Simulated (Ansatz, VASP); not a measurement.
# Two plane-wave programs on CuO

```
Cu O
1.0
     0.00000    2.26180    2.26180
     2.26180    0.00000    2.26180
     2.26180    2.26180    0.00000
Cu O
1 1
Direct
  0.00000 0.00000 0.00000
  0.25000 0.25000 0.25000
```

Alike in both runs: task electric field gradients; functional LDA; k mesh 16 × 16 × 16; occupations fermi-dirac, width 0.05 eV; no spin polarisation.

|  | VASP | Ansatz |
| --- | --- | --- |
| version | VASP 6.6.1 | Ansatz 0.2.0 |
| potentials or method | VASP PAW LDA potentials, release 64 (Cu, O) | PAW with Ansatz's default frozen-core files, scalar-relativistic |
| plane-wave cutoff (eV) | 520 | 420 |
| valence electrons in the cell | 17 | 25 |

VASP gave:

- pressure (GPa): -12.2

Problem. Which values does Ansatz return?

Solution. Pressure (GPa): -12.9.

LDA's correlation is that of Perdew and Zunger in VASP and of Perdew and Wang (1992) in Ansatz. VASP's potentials hold 17 valence electrons a cell and Ansatz's 25, so a difference there can come from the potentials and not from the codes.
